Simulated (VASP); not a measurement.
TePb: relaxation of cell and atoms with PBEsol

Crystal: TePb.

```
CELL_PARAMETERS angstrom
0.00000 3.28605 3.28605
3.28605 0.00000 3.28605
3.28605 3.28605 0.00000
ATOMIC_POSITIONS crystal
Te 0.50000 0.50000 0.50000
Pb 0.00000 0.00000 0.00000
```

- Program: VASP 6.6.1
- Task: relaxation of cell and atoms
- Functional: PBEsol
- Potentials or basis: VASP PAW PBE potentials, release 64 (Te, Pb_d)
- Cutoff: 600 eV
- k mesh: 8 × 8 × 8
- Occupations: gaussian, width 0.02 eV
- Spin: no spin polarisation
- Dipole correction: no
- Further INCAR settings: ALGO = Normal; EDIFF = 1e-06; IBRION = 2; EDIFFG = -0.005; NSW = 70; ISIF = 3

* Relaxed volume: 33.45 Å³/atom
* Relaxed cell: a = 4.557 Å, b = 4.557 Å, c = 4.557 Å, α = 60.00°, β = 60.00°, γ = 60.00°
* Space group after relaxing (to 0.1 Å): Fm-3m (No. 225)
* Energy gained by relaxing: 15.6 meV/atom
* Ionic steps: 3
* Pressure after relaxing: 0.0 GPa
* Band gap on the k mesh: 0.65 eV

Step by step:
| step | energy change (eV) | largest force (eV/Å) | pressure (GPa) | volume (Å³) |
| --- | --- | --- | --- | --- |
| 1 | 0.0000 | 0.0000 | -2.34 | 70.97 |
| 2 | -0.0286 | 0.0000 | 0.80 | 65.78 |
| 3 | -0.0313 | 0.0000 | 0.00 | 66.90 |

Final structure:
```yaml
crystal:
  lattice:
    - [0.00000, 3.22197, 3.22197]
    - [3.22197, 0.00000, 3.22197]
    - [3.22197, 3.22197, 0.00000]
  atoms:
    - { symbol: Te, position: [0.50000, 0.50000, 0.50000] }
    - { symbol: Pb, position: [0.00000, 0.00000, 0.00000] }
```

Levels at points of the mesh, in eV from the valence-band top:
```
           k point  band 6  band 7  band 8  band 9  band 10  band 11  band 12  band 13  band 14
(0.00, 0.00, 0.00)  -12.10   -5.59   -1.37   -1.37    -1.37     4.07     4.07     4.07     5.74
(0.50, 0.00, 0.00)  -10.64   -8.65   -0.90   -0.90     0.00     0.65     1.22     1.22     8.30
(0.50, 0.50, 0.00)  -10.38   -7.32   -4.59   -2.85    -2.85     3.17     5.49     5.49     6.73
```

Wall time 2.5 min on 1 thread of Intel Xeon 8259CL (shared host), peak memory 0.26 GiB.

Caveat: the PAW data sets were made with another functional, which shifts forces and pressure a little; spin-orbit coupling is left out, which moves the levels of the heavy elements. A k mesh can miss the band edges.
